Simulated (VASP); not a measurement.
# WC (P-6m2) in VASP: a series of runs, part 2 of 2

VASP 6.6.1.

## (4) Single point, PBE

This run uses another cell than the first one, of 10.58 Å³/atom.

INCAR

```
  PREC = Accurate
  ENCUT = 1300
  EDIFF = 1E-6
  ISMEAR = -1
  SIGMA = 0.15
  LREAL = F
  LASPH = T
  NELM = 120
  ALGO = Normal
  ISIF = 2
  LWAVE = F
  LCHARG = T
  GGA = PE
  LELF = T
  LVHAR = T
  NBANDS = 16
  GGA_COMPAT = F
```

KPOINTS

```
Automatic mesh
0
Gamma
  11 11 10
```

POSCAR

```
WC
1.0
    2.9257489053      0.0000000000      0.0000000000
   -1.4628744527      2.5337700222      0.0000000000
    0.0000000000      0.0000000000      2.8553859779
W C
1 1
Direct
    0.0000000000      0.0000000000      0.0000000000
    0.6666666667      0.3333333333      0.5000000000
```

Command:

```sh
$ cat potpaw_PBE.64/W_sv/POTCAR potpaw_PBE.64/C_h/POTCAR > POTCAR
$ mpirun -np 1 vasp_std > vasp.out
```

It took 35 s on 1 thread of Intel Xeon 6975P-C (Granite Rapids), shared host; peak memory 0.3 GiB.

It converged, with:

| Item | Value |
| --- | --- |
| Free energy | -22.4675 eV |
| Pressure | -1.2 GPa |
| Band gap on the k mesh | zero (bands 9 and 10 overlap by 1.20 eV) |

Stress tensor (GPa, compression positive):
```
-0.56  0.00  0.00
 0.00 -0.56  0.00
 0.00  0.00 -2.38
```

Levels at points of the mesh, in eV from the Fermi level:
| k point | band 7 | band 8 | band 9 | band 10 | band 11 | band 12 |
| --- | --- | --- | --- | --- | --- | --- |
| (0.00, 0.00, 0.00) | -3.31 | -3.31 | 0.03 | 3.09 | 3.09 | 5.46 |
| (0.00, 0.00, 0.50) | -2.02 | -2.02 | -0.61 | -0.61 | 3.53 | 4.41 |

Caveat: spin-orbit coupling is left out, which moves the levels of the heavy elements.

## (5) Single point, PBE

This run uses another cell than the first one, of 10.38 Å³/atom.

INCAR

```
ALGO = Normal
EDIFF = 1E-6
ENCUT = 1300
GGA = PE
GGA_COMPAT = False
ISIF = 2
ISMEAR = -1
LASPH = True
LCHARG = True
LELF = True
LREAL = False
LVHAR = True
LWAVE = False
NBANDS = 16
NELM = 120
PREC = Accurate
SIGMA = 0.15
```

KPOINTS

```
k-points
0
Gamma
  11 11 10
```

POSCAR

```
WC
1.0
    2.9065000000      0.0000000000      0.0000000000
   -1.4532500000      2.5171000000      0.0000000000
    0.0000000000      0.0000000000      2.8366000000
W C
1 1
Direct
    0.0000000000      0.0000000000      0.0000000000
    0.6666666667      0.3333333333      0.5000000000
```

Potentials or basis: VASP PAW PBE potentials, release 64 (W_sv, C_h).

Command:

```sh
$ cat potpaw_PBE.64/W_sv/POTCAR potpaw_PBE.64/C_h/POTCAR > POTCAR
$ mpirun -np 1 vasp_std > vasp.out
```

OUTCAR:

```text
EDIFF = 1E-6
   ENCUT = 1300
   GGA = PE
   ISIF = 2
   ISMEAR = -1
   LASPH = True
   LREAL = False
   NELM = 120
   PREC = Accurate

 ion  position               nearest neighbor table
   1  0.000  0.000  0.000-   2 2.20   2 2.20   2 2.20   2 2.20   2 2.20   2 2.20
   2  0.667  0.333  0.500-   1 2.20   1 2.20   1 2.20   1 2.20   1 2.20   1 2.20

  LATTYP: Found a hexagonal cell.
 ALAT       =     2.9065000000
 C/A-ratio  =     0.9759504559

  Lattice vectors:

 A1 = (   2.9065000000,   0.0000000000,   0.0000000000)
 A2 = (  -1.4532500000,   2.5171000000,   0.0000000000)
 A3 = (   0.0000000000,   0.0000000000,   2.8366000000)

Analysis of symmetry for initial positions (statically):
=====================================================================
 Subroutine PRICEL returns:
 Original cell was already a primitive cell.

 Routine SETGRP: Setting up the symmetry group for a
 hexagonal supercell.

 Subroutine GETGRP returns: Found 12 space group operations
 (whereof 12 operations were pure point group operations)
 out of a pool of 24 trial point group operations.

The static configuration has the point symmetry D_3h.

Analysis of symmetry for dynamics (positions and initial velocities):
=====================================================================
 Subroutine PRICEL returns:
 Original cell was already a primitive cell.

 Routine SETGRP: Setting up the symmetry group for a
 hexagonal supercell.

 Subroutine GETGRP returns: Found 12 space group operations
 (whereof 12 operations were pure point group operations)
 out of a pool of 24 trial point group operations.

The dynamic configuration has the point symmetry D_3h.

 Subroutine INISYM returns: Found 12 space group operations
 (whereof 12 operations are pure point group operations),
 and found     1 'primitive' translations

[... 102 lines left out ...]
   POTIM  = 0.5000    time-step for ionic-motion
   TEBEG  =    0.0;   TEEND  =   0.0 temperature during run
   PSTRESS=    0.0 pullay stress
   NELECT =      18.0000    total number of electrons
   NUPDOWN=      -1.0000    fix difference up-down
   EMIN   =  10.00;   EMAX   =-10.00  energy-range for DOS
   EFERMI =   0.00;   METHOD = LEGACY
   ISMEAR =    -1;   SIGMA  =   0.15  broadening in eV -4-tet -1-fermi 0-gaus
   EFERMI_NEDOS =   21; number of points for ismear=-14 and -15
   IALGO  =     38    algorithm
   IMIX   =      4    mixing-type and parameters
     AMIX     =   0.40;   BMIX     =  1.00
     AMIX_MAG =   1.60;   BMIX_MAG =  1.00
  volume/ion in A,a.u.               =      10.38        70.02
  Fermi-wavevector in a.u.,A,eV,Ry     =   1.561263  2.950359 33.164769  2.437542
  Thomas-Fermi vector in A             =   2.664354
   LORBIT       =      0    0 simple, 1 ext, 2 COOP (PROOUT), +10 PAW based schemes
   GGA     = PE    functional components
   LHFCALC =     F    Hartree Fock is set to
   AEXX    =    0.0000 exact exchange contribution
   IVDW    =     0    specifies the selected vdW correction
   LEPSILON=     F    determine dielectric tensor
   LRPA    =     F    only Hartree local field effects (RPA)
 non-spin polarized calculation
  energy-cutoff  :     1300.00
  volume of cell :       20.75
 maximum number of plane-waves:      2249
 NGX is ok and might be reduce to    36
   NGX = 17   NGY = 17   NGZ = 17

 number of electron      18.0000000 magnetization

 Free energy of the ion-electron system (eV)
  ---------------------------------------------------
  ext. energy  EPLUGINS =         0.00000000
  ---------------------------------------------------
  free energy    TOTEN  =       -22.46033030 eV

  energy without entropy =      -22.43790218  energy(sigma->0) =      -22.44911624

 E-fermi :  11.4691     XC(G=0): -13.8343

 val. band max:       11.4663705831   @ k =   0.2727   0.2727   0.0000
 cond. band min:      11.4800807779   @ k =   0.0000   0.0000   0.1000
 fundamental gap:      0.0137101948
 Fermi energy:        11.4691001456

 k-point     1 :       0.0000    0.0000    0.0000
  band No.  band energies     occupation
      1     -62.5885      2.00000
      2     -26.5710      2.00000
      3     -26.4671      2.00000
      4     -26.4671      2.00000
      5      -3.0411      2.00000
      6       7.0994      2.00000
[... 433 lines left out ...]
      3     -26.5898      2.00000
      4     -26.5655      2.00000
      5      -1.4887      2.00000
      6       6.1572      2.00000
[... 8 lines left out ...]
     15      24.9615      0.00000
     16      29.2143      0.00000

 [... further k-points ...]
[... 5 lines left out ...]
  --------------------------------------------------------------------------------------
  -------------------------------------------------------------------------------------
  Total        0.8967476      0.8967456      0.8159404      0.0000000      0.0000000     -0.0000000
  in kB       69.2328031     69.2326471     62.9941331      0.0000000      0.0000000     -0.0000000
  external PRESSURE =      67.1531944 kB  Pullay stress =       0.0000000 kB

 VOLUME and BASIS-vectors are now :
 -----------------------------------------------------------------------------
  energy-cutoff  :     1300.00
  volume of cell :       20.75
      direct lattice vectors                 reciprocal lattice vectors
     2.906500000  0.000000000  0.000000000     0.344056425  0.198641294  0.000000000
    -1.453250000  2.517100000  0.000000000     0.000000000  0.397282587  0.000000000
     0.000000000  0.000000000  2.836600000     0.000000000  0.000000000  0.352534725

 POSITION                                       TOTAL-FORCE (eV/Angst)
 -----------------------------------------------------------------------------------
      0.00000      0.00000      0.00000        -0.000000     -0.000000      0.000000
      1.45325      0.83903      1.41830         0.000000      0.000000      0.000000
 -----------------------------------------------------------------------------------
    total drift:                               -0.000000     -0.000010      0.000000

  FREE ENERGIE OF THE ION-ELECTRON SYSTEM (eV)
  ---------------------------------------------------
  free  energy   TOTEN  =       -22.4603302956 eV

  energy  without entropy=      -22.4379021769  energy(sigma->0) =      -22.44911624
```

OSZICAR:

```text
N       E                     dE             d eps       ncg     rms          rms(c)
DAV:   1     0.172841248230E+03    0.17284E+03   -0.16137E+04  3072   0.244E+03
DAV:   2    -0.190015700011E+02   -0.19184E+03   -0.18479E+03  3736   0.506E+02
DAV:   3    -0.254624996760E+02   -0.64609E+01   -0.63920E+01  3408   0.760E+01
DAV:   4    -0.255164986189E+02   -0.53999E-01   -0.53987E-01  3928   0.758E+00
DAV:   5    -0.255168253942E+02   -0.32678E-03   -0.32678E-03  3480   0.620E-01    0.324E+01
DAV:   6    -0.225402114398E+02    0.29766E+01   -0.56500E+00  4312   0.258E+01    0.855E+00
DAV:   7    -0.224871492572E+02    0.53062E-01   -0.44079E-01  3160   0.544E+00    0.617E+00
DAV:   8    -0.224615190585E+02    0.25630E-01   -0.69386E-02  3472   0.247E+00    0.105E+00
DAV:   9    -0.224603656562E+02    0.11534E-02   -0.29753E-03  3456   0.486E-01    0.112E-01
DAV:  10    -0.224603308464E+02    0.34810E-04   -0.36201E-04  3664   0.220E-01    0.365E-02
DAV:  11    -0.224603314736E+02   -0.62720E-06   -0.11956E-05  3616   0.361E-02    0.103E-02
DAV:  12    -0.224603303649E+02    0.11087E-05   -0.29838E-06  3328   0.166E-02    0.920E-04
DAV:  13    -0.224603302956E+02    0.69279E-07   -0.18093E-07  1680   0.412E-03
   1 F= -.22460330E+02 E0= -.22449116E+02  d E =-.224281E-01
```

stdout:

```text
POSCAR found type information on POSCAR W C
 POSCAR found :  2 types and       2 ions
 scaLAPACK will be used
 LDA part: xc-table for (Slater+PW92), standard interpolation
 POSCAR, INCAR and KPOINTS ok, starting setup
 FFT: planning ... GRIDC
 FFT: planning ... GRID_SOFT
 FFT: planning ... GRID
 WAVECAR not read
 entering main loop
```

Run time: 52 s. Hardware: 1 thread of AMD EPYC 9R45 (Zen 5), shared host; peak memory 0.27 GiB.

What came out:

```
Free energy            : -22.4603 eV
Pressure               : 6.7 GPa
Band gap on the k mesh : zero (bands 9 and 10 overlap by 1.22 eV)
```

Stress tensor (GPa, compression positive):
```
6.92 0.00 0.00
0.00 6.92 0.00
0.00 0.00 6.30
```

Levels at points of the mesh, in eV from the Fermi level:
```csv
k point,band 7,band 8,band 9,band 10,band 11,band 12
"(0.00, 0.00, 0.00)",-3.39,-3.39,0.03,3.18,3.18,5.56
"(0.00, 0.00, 0.50)",-2.07,-2.07,-0.64,-0.64,3.61,4.47
```

Caveat: the cell stands under pressure; spin-orbit coupling is left out, which moves the levels of the heavy elements.

## (6) Overview

| cell | gap on the mesh (eV) | pressure (GPa) |
| --- | --- | --- |
| a = 2.887, b = 2.887, c = 2.818 Å, angles 90.0, 90.0, 120.0°, 2 atoms | none | 15.5 |
| a = 2.945, b = 2.945, c = 2.874 Å, angles 90.0, 90.0, 120.0°, 2 atoms | none | -8.3 |
| a = 2.926, b = 2.926, c = 2.855 Å, angles 90.0, 90.0, 120.0°, 2 atoms | none | -1.2 |
| a = 2.906, b = 2.906, c = 2.837 Å, angles 90.0, 90.0, 120.0°, 2 atoms | none | 6.7 |

Alike in all rows: task single point; level PBE; potentials or basis VASP PAW PBE potentials, release 64 (W_sv, C_h); no spin polarisation; k mesh 11 × 11 × 10; cutoff (eV) 1300; smearing fermi-dirac 0.15 eV.

Caveats: spin-orbit coupling is left out, which moves the levels of the heavy elements; the cell stands under pressure (at least some runs); the cell stands under tension (at least some runs).

Absolute energies hang on the potentials; compare differences alone.

The gap in the log of VASP goes by the Fermi energy; the results here count the filled bands.